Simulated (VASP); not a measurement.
Here is a VASP 6.6.1 calculation.

File INCAR:

```
SYSTEM = Zr
ALGO = Normal ; EDIFF = 1E-6
ENCUT = 520 ; GGA = PS
ISIF = 2 ; ISMEAR = -1
LASPH = .True. ; LCHARG = .False.
LREAL = .False. ; LWAVE = .False.
NBANDS = 12 ; NELM = 60
PREC = Accurate ; SIGMA = 0.1
```

Contents of KPOINTS:

```
k-points
0
Gamma
  13 13 13
  0 0 0
```

The input POSCAR:

```
Zr
1.0
    2.3098332940      0.0000000000      0.0000000000
    0.0000000000      2.3098332940      0.0000000000
    0.0000000000      0.0000000000      2.3098332940
Zr
1
Direct
    0.0000000000      0.0000000000      0.0000000000
```

Potentials or basis: VASP PAW PBE potentials, release 64 (Zr_sv).

Run with:

```sh
$ cat potpaw_PBE.64/Zr_sv/POTCAR > POTCAR
$ mpirun -np 1 vasp_std > vasp.out
```

(1) What does it give for the band gap on the k mesh?

(2) Estimate the pressure.

Results:

(1) zero (band 6 reaches 19.05 eV, above the bottom of band 7 at 12.75 eV).

(2) 175.2 GPa.

Caveat: the PAW data sets were made with another functional, which shifts forces and pressure a little.
